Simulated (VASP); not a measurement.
A run of VASP 6.6.1 is set up as follows.

INCAR

```
SYSTEM = Cr
ALGO = Normal ; EDIFF = 1E-6
EDIFFG = -0.01 ; ENCUT = 600
GGA = CA ; IBRION = 2
ISIF = 3 ; ISMEAR = -1
LASPH = .True. ; LCHARG = .False.
LREAL = .False. ; LWAVE = .False.
NELM = 60 ; NSW = 80
PREC = Accurate ; SIGMA = 0.1
```

Contents of KPOINTS:

```
k-points
0
Gamma
  13 13 13
  0 0 0
```

Contents of POSCAR:

```
Cr
1.0
    2.3484326893      0.0000000000      0.0000000000
    0.0000000000      2.3484326893      0.0000000000
    0.0000000000      0.0000000000      2.3484326893
Cr
1
Direct
    0.0000000000      0.0000000000      0.0000000000
```

Potentials or basis: VASP PAW LDA potentials, release 64 (Cr_pv).

The run is started by

```sh
$ cat potpaw_LDA.64/Cr_pv/POTCAR > POTCAR
$ mpirun -np 1 vasp_std > vasp.out
```

Problem. What does it give for the relaxed volume?

Solution. 11.90 Å³/atom.

Problem. Predict the relaxed cell.

Solution. a = 2.283 Å, b = 2.283 Å, c = 2.283 Å, α = 90.00°, β = 90.00°, γ = 90.00°.

Final structure:
```
Cr
1.0
     2.28311    0.00000    0.00000
     0.00000    2.28311    0.00000
     0.00000    0.00000    2.28311
Cr
1
Direct
  0.00000 0.00000 0.00000
```

Caveat: the run has no spin polarisation, though such a crystal can be magnetic. Spin polarisation is off, so any magnetic state and its effect on volume and gap are missing.
